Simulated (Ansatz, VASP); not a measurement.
## Sb2Mo in VASP and in Ansatz

```xyz
6
Lattice="5.4196 0.0000 0.0000 0.0000 5.4196 0.0000 0.0000 0.0000 5.4196" Properties=species:S:1:pos:R:3 pbc="T T T"
Sb    1.3549    1.3549    1.3549
Sb    1.3549    4.0647    4.0647
Sb    4.0647    4.0647    1.3549
Sb    4.0647    1.3549    4.0647
Mo    0.0000    0.0000    0.0000
Mo    2.7098    2.7098    2.7098
```

Alike in both runs: task single point; functional PBE; k mesh 4 × 4 × 4; occupations gaussian, width 0.1 eV; no spin polarisation.

|  | VASP | Ansatz |
| --- | --- | --- |
| version | VASP 6.6.1 | Ansatz 0.2.0 |
| potentials or method | VASP PAW PBE potentials, release 64 (Sb, Mo_sv), cutoff 520 eV | scalar-relativistic, plane waves, PAW |
| valence electrons in the cell | 48 | 88 |

```csv
,VASP,Ansatz,Ansatz less VASP
gap on the k mesh at the Fermi level (eV),none,none,-
pressure (GPa),26.3,26.7,+0.49
```

A gap of «none» marks a metal or a gap that the smearing closes. VASP's potentials hold 48 valence electrons a cell and Ansatz's 88, so a difference there can come from the potentials and not from the codes.

Spin-orbit coupling is off throughout.
